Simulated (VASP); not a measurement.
# NaAg2I3 (P-3m1) in VASP: single point with PBE

Aim: the single point of NaAg2I3 with PBE.

All numbers are computed with VASP 6.6.1; they aren't measurements. Logs are shortened: lines on timing, memory, paths and dates and some standing lists are left out, and cuts for length are marked.

### Step 1. The cell of the first run

Symmetry: P-3m1, No. 164, trigonal system. The conventional cell has a = 5.490 Å, b = 5.490 Å, c = 7.808 Å, α = 90.00°, β = 90.00°, γ = 120.00°. Within 3.7 Å of Na (site symmetry -3m) lie 6 I at 2.75 Å and 6 Ag at 3.66 Å. Ag (site symmetry 3m) has 3 I at 2.42 Å within 3.2 Å. I (site symmetry 2/m) has 2 Ag at 2.42 Å and 4 I at 2.75 Å and 2 Na at 2.75 Å within 3.2 Å.

The cell was generated, and may not be a known phase.

### Step 2. Single point, PBE

INCAR

```
  PREC = Accurate
  ENCUT = 520
  EDIFF = 1E-6
  ISMEAR = 0
  SIGMA = 0.1
  LREAL = F
  LASPH = T
  NELM = 100
  ALGO = Normal
  ISIF = 2
  LWAVE = F
  LCHARG = F
  GGA = PE
  NBANDS = 34
```

KPOINTS

```
regular mesh
0
Gamma
  6 6 2
```

POSCAR

```
NaAg2I3
1.0
    5.4902411400      0.0000000000      0.0000000000
   -2.7451205700      4.7546883000      0.0000000000
    0.0000000000      0.0000000000      7.8078968200
Na Ag I
1 2 3
Direct
    0.0000000000      0.0000000000      0.5000000000
    0.3333333300      0.6666666700      0.2665948900
    0.6666666700      0.3333333300      0.7334051100
    0.5000000000      0.0000000000      0.5000000000
    0.0000000000      0.5000000000      0.5000000000
    0.5000000000      0.5000000000      0.5000000000
```

Potentials or basis: VASP PAW PBE potentials, release 64 (Na_pv, Ag, I).

The run is started by

```
$ cat potpaw_PBE.64/Na_pv/POTCAR potpaw_PBE.64/Ag/POTCAR potpaw_PBE.64/I/POTCAR > POTCAR
$ mpirun -np 1 vasp_std > vasp.out
```

OUTCAR:

```text
PREC = Accurate
   ENCUT = 520
   EDIFF = 1E-6
   ISMEAR = 0
   LREAL = F
   LASPH = T
   NELM = 100
   ISIF = 2
   GGA = PE

 ion  position               nearest neighbor table
   1  0.000  0.000  0.500-   5 2.75   6 2.75   5 2.75   6 2.75   4 2.75   4 2.75
   2  0.333  0.667  0.267-   4 2.42   5 2.42   6 2.42
   3  0.667  0.333  0.733-   4 2.42   5 2.42   6 2.42
   4  0.500  0.000  0.500-   2 2.42   3 2.42   5 2.75   6 2.75   6 2.75   5 2.75   1 2.75   1 2.75

   5  0.000  0.500  0.500-   2 2.42   3 2.42   1 2.75   4 2.75   1 2.75   4 2.75   6 2.75   6 2.75

   6  0.500  0.500  0.500-   2 2.42   3 2.42   1 2.75   4 2.75   4 2.75   1 2.75   5 2.75   5 2.75

  LATTYP: Found a hexagonal cell.
 ALAT       =     5.4902411400
 C/A-ratio  =     1.4221409626

  Lattice vectors:

 A1 = (   5.4902411400,   0.0000000000,   0.0000000000)
 A2 = (  -2.7451205700,   4.7546883000,   0.0000000000)
 A3 = (   0.0000000000,   0.0000000000,   7.8078968200)

Analysis of symmetry for initial positions (statically):
=====================================================================
 Subroutine PRICEL returns:
 Original cell was already a primitive cell.

 Routine SETGRP: Setting up the symmetry group for a
 hexagonal supercell.

 Subroutine GETGRP returns: Found 12 space group operations
 (whereof 12 operations were pure point group operations)
 out of a pool of 24 trial point group operations.

The static configuration has the point symmetry D_3d.

Analysis of symmetry for dynamics (positions and initial velocities):
=====================================================================
 Subroutine PRICEL returns:
 Original cell was already a primitive cell.

 Routine SETGRP: Setting up the symmetry group for a
 hexagonal supercell.

 Subroutine GETGRP returns: Found 12 space group operations
 (whereof 12 operations were pure point group operations)
 out of a pool of 24 trial point group operations.

The dynamic configuration has the point symmetry D_3d.

 Subroutine INISYM returns: Found 12 space group operations
 (whereof 12 operations are pure point group operations),
 and found     1 'primitive' translations

----------------------------------------------------------------------------------------

                                     Primitive cell

  volume of cell :     203.8203

  direct lattice vectors                    reciprocal lattice vectors
     5.490241140  0.000000000  0.000000000     0.182141362  0.105159364  0.000000000
    -2.745120570  4.754688300  0.000000000     0.000000000  0.210318729  0.000000000
     0.000000000  0.000000000  7.807896820     0.000000000  0.000000000  0.128075463

  length of vectors
     5.490241140  5.490241140  7.807896820     0.210318729  0.210318729  0.128075463

  position of ions in fractional coordinates (direct lattice)
     0.000000000  0.000000000  0.500000000
     0.333333330  0.666666670  0.266594890
     0.666666670  0.333333330  0.733405110
     0.500000000  0.000000000  0.500000000
     0.000000000  0.500000000  0.500000000
     0.500000000  0.500000000  0.500000000

  ion indices of the primitive-cell ions
   primitive index   ion index
                 1           1
                 2           2
                 3           3
                 4           4
                 5           5
                 6           6

----------------------------------------------------------------------------------------

 KPOINTS: regular mesh

Automatic generation of k-mesh.
 Grid dimensions read from file:
 generate k-points for:    6    6    2

 Generating k-lattice:

  Cartesian coordinates                     Fractional coordinates (reciprocal lattice)
     0.030356894  0.017526561  0.000000000     0.166666667  0.000000000  0.000000000
     0.000000000  0.035053121  0.000000000     0.000000000  0.166666667  0.000000000
     0.000000000  0.000000000  0.064037731     0.000000000  0.000000000  0.500000000

  Length of vectors
     0.035053121  0.035053121  0.064037731

  Shift w.r.t. Gamma in fractional coordinates (k-lattice)
     0.000000000  0.000000000  0.000000000

 Subroutine IBZKPT returns following result:
 ===========================================

 Found     14 irreducible k-points:

 Following reciprocal coordinates:
            Coordinates               Weight
  0.000000  0.000000  0.000000      1.000000
  0.166667  0.000000  0.000000      6.000000
  0.333333  0.000000  0.000000      6.000000
  0.500000  0.000000  0.000000      3.000000
  0.166667  0.166667  0.000000      6.000000
  0.333333  0.166667  0.000000     12.000000
  0.333333  0.333333  0.000000      2.000000
  0.000000  0.000000  0.500000      1.000000
  0.166667  0.000000  0.500000      6.000000
  0.333333  0.000000  0.500000      6.000000
  0.500000  0.000000  0.500000      3.000000
  0.166667  0.166667  0.500000      6.000000
  0.333333  0.166667  0.500000     12.000000
  0.333333  0.333333  0.500000      2.000000
   k-points           NKPTS =     14   k-points in BZ     NKDIM =     14   number of bands    NBANDS=     34
   number of dos      NEDOS =    301   number of ions     NIONS =      6
   total plane-waves  NPLWV = 105840
   dimension x,y,z NGX =    42 NGY =   42 NGZ =   60
   dimension x,y,z NGXF=    84 NGYF=   84 NGZF=  120
   ions per type =               1   2   3
   NGX,Y,Z   is equivalent  to a cutoff of  12.72, 12.72, 12.78 a.u.
   NGXF,Y,Z  is equivalent  to a cutoff of  25.44, 25.44, 25.55 a.u.
 SYSTEM =  unknown system
   PREC   = accura    normal or accurate (medium, high low for compatibility)
   ISTART =      0    job   : 0-new  1-cont  2-samecut
   ICHARG =      2    charge: 1-file 2-atom 10-const
   ISPIN  =      1    spin polarized calculation?
   LNONCOLLINEAR =      F non collinear calculations
   LSORBIT =      F    spin-orbit coupling
   LASPH  =      T    aspherical Exc in radial PAW
   ENCUT  =  520.0 eV  38.22 Ry    6.18 a.u.  10.21 10.21 14.52*2*pi/ulx,y,z
   NELM   =    100;   NELMIN=  2; NELMDL= -5     # of ELM steps
   EDIFF  = 0.1E-05   stopping-criterion for ELM
   LREAL  =      F    real-space projection
   EDIFFG = 0.1E-04   stopping-criterion for IOM
   NSW    =      0    number of steps for IOM
   IBRION =     -1    ionic relax: 0-MD 1-quasi-New 2-CG
   NFREE  =      0    steps in history (QN), initial steepest desc. (CG)
   ISIF   =      2    stress and relaxation
   ISYM   =      2    0-nonsym 1-usesym 2-fastsym
   POTIM  = 0.5000    time-step for ionic-motion
   TEBEG  =    0.0;   TEEND  =   0.0 temperature during run
   PSTRESS=    0.0 pullay stress
   NELECT =      50.0000    total number of electrons
   NUPDOWN=      -1.0000    fix difference up-down
   EMIN   =  10.00;   EMAX   =-10.00  energy-range for DOS
   EFERMI =   0.00;   METHOD = LEGACY
   ISMEAR =     0;   SIGMA  =   0.10  broadening in eV -4-tet -1-fermi 0-gaus
   EFERMI_NEDOS =   21; number of points for ismear=-14 and -15
   IALGO  =     38    algorithm
   IMIX   =      4    mixing-type and parameters
     AMIX     =   0.40;   BMIX     =  1.00
     AMIX_MAG =   1.60;   BMIX_MAG =  1.00
  volume/ion in A,a.u.               =      33.97       229.24
  Fermi-wavevector in a.u.,A,eV,Ry     =   1.024823  1.936635 14.289693  1.050263
  Thomas-Fermi vector in A             =   2.158631
   LORBIT       =      0    0 simple, 1 ext, 2 COOP (PROOUT), +10 PAW based schemes
   GGA     = PE    functional components
   LHFCALC =     F    Hartree Fock is set to
   AEXX    =    0.0000 exact exchange contribution
   IVDW    =     0    specifies the selected vdW correction
   LEPSILON=     F    determine dielectric tensor
   LRPA    =     F    only Hartree local field effects (RPA)
 non-spin polarized calculation
 Gauss-broadening in eV      SIGMA  =   0.10
  energy-cutoff  :      520.00
  volume of cell :      203.82
 maximum number of plane-waves:      5504
 NGX is ok and might be reduce to    42
   NGX = 21   NGY = 21   NGZ = 29

 number of electron      50.0000011 magnetization

 Free energy of the ion-electron system (eV)
  ---------------------------------------------------
  ext. energy  EPLUGINS =         0.00000000
  ---------------------------------------------------
  free energy    TOTEN  =         3.77004654 eV

  energy without entropy =        3.80749863  energy(sigma->0) =        3.78877259

 E-fermi :   5.0153     XC(G=0):  -7.6939

 val. band max:        5.0076524969   @ k =   0.5000   0.0000   0.5000
 cond. band min:       5.0217472534   @ k =   0.3333   0.1667   0.5000
 fundamental gap:      0.0140947566
 Fermi energy:         5.0152783703

 k-point     1 :       0.0000    0.0000    0.0000
  band No.  band energies     occupation
      1     -21.4127      2.00000
      2     -21.4127      2.00000
      3     -21.3114      2.00000
      4     -14.5396      2.00000
      5      -9.9609      2.00000
      6      -9.9609      2.00000
[... 26 lines left out ...]
     33       9.7297      0.00000
     34      10.1395      0.00000

 k-point     2 :       0.1667    0.0000    0.0000
  band No.  band energies     occupation
      1     -21.4149      2.00000
      2     -21.4131      2.00000
      3     -21.3113      2.00000
      4     -14.3867      2.00000
      5     -10.7347      2.00000
      6     -10.0257      2.00000
[... 26 lines left out ...]
     33       9.6528      0.00000
     34       9.8490      0.00000

 k-point     3 :       0.3333    0.0000    0.0000
  band No.  band energies     occupation
      1     -21.4192      2.00000
      2     -21.4139      2.00000
      3     -21.3111      2.00000
      4     -13.9600      2.00000
      5     -11.8656      2.00000
      6     -10.1452      2.00000
[... 26 lines left out ...]
     33       9.5536      0.00000
     34       9.8680      0.00000
[... 334 lines left out ...]
 k-point    13 :       0.3333    0.1667    0.5000
  band No.  band energies     occupation
      1     -21.4202      2.00000
      2     -21.4155      2.00000
      3     -21.3111      2.00000
      4     -13.5868      2.00000
      5     -12.4438      2.00000
      6     -10.3143      2.00000
[... 26 lines left out ...]
     33       8.8355      0.00000
     34       9.9482      0.00000

 k-point    14 :       0.3333    0.3333    0.5000
  band No.  band energies     occupation
      1     -21.4185      2.00000
      2     -21.4185      2.00000
      3     -21.3110      2.00000
      4     -13.0485      2.00000
      5     -13.0485      2.00000
      6     -10.4493      2.00000
[... 26 lines left out ...]
     33       9.3277      0.00000
     34       9.5298      0.00000

------------------------ aborting loop because EDIFF is reached ----------------------------------------

  FORCE on cell =-STRESS in cart. coord.  units (eV):
  Direction    XX          YY          ZZ          XY          YZ          ZX
  --------------------------------------------------------------------------------------
  -------------------------------------------------------------------------------------
  Total       54.2554430     54.2554430     32.7699382      0.0000000      0.0000000     -0.0000000
  in kB      426.4875515    426.4875514    257.5957345      0.0000000      0.0000000     -0.0000000
  external PRESSURE =     370.1902791 kB  Pullay stress =       0.0000000 kB

 VOLUME and BASIS-vectors are now :
 -----------------------------------------------------------------------------
  energy-cutoff  :      520.00
  volume of cell :      203.82
      direct lattice vectors                 reciprocal lattice vectors
     5.490241140  0.000000000  0.000000000     0.182141362  0.105159364  0.000000000
    -2.745120570  4.754688300  0.000000000     0.000000000  0.210318729  0.000000000
     0.000000000  0.000000000  7.807896820     0.000000000  0.000000000  0.128075463

 POSITION                                       TOTAL-FORCE (eV/Angst)
 -----------------------------------------------------------------------------------
      0.00000      0.00000      3.90395         0.000000      0.000000      0.000000
     -0.00000      3.16979      2.08155         0.000000      0.000000     -9.280669
      2.74512      1.58490      5.72635        -0.000000     -0.000000      9.280669
      2.74512      0.00000      3.90395         0.000000      0.000000      0.000000
     -1.37256      2.37734      3.90395         0.000000      0.000000      0.000000
      1.37256      2.37734      3.90395         0.000000      0.000000      0.000000
 -----------------------------------------------------------------------------------
    total drift:                                0.000000     -0.000000      0.000000

  FREE ENERGIE OF THE ION-ELECTRON SYSTEM (eV)
  ---------------------------------------------------
  free  energy   TOTEN  =         3.7700465448 eV

  energy  without entropy=        3.8074986336  energy(sigma->0) =        3.78877259
```

Run time: 3.1 min. Hardware: 1 thread of Oxide Virtual Turin-like, shared host; peak memory 0.32 GiB.

Results:

```
Free energy            : 3.7700 eV
Pressure               : 37.0 GPa
Largest force          : 9.281 eV/Å
Band gap on the k mesh : zero (bands 25 and 26 overlap by 0.20 eV)
```

Forces on the atoms (eV/Å):
```
Na   0.000  0.000  0.000
Ag   0.000  0.000 -9.281
Ag   0.000  0.000  9.281
I    0.000  0.000  0.000
I    0.000  0.000  0.000
I    0.000  0.000  0.000
```

Caveat: the k points lie up to 0.40 Å⁻¹ apart; semilocal functionals underestimate gaps, and a narrow one can read as zero; spin-orbit coupling is left out, which moves the levels of the heavy elements; forces of over 1 eV/Å act on the atoms, so gaps and moduli don't describe the material at rest.
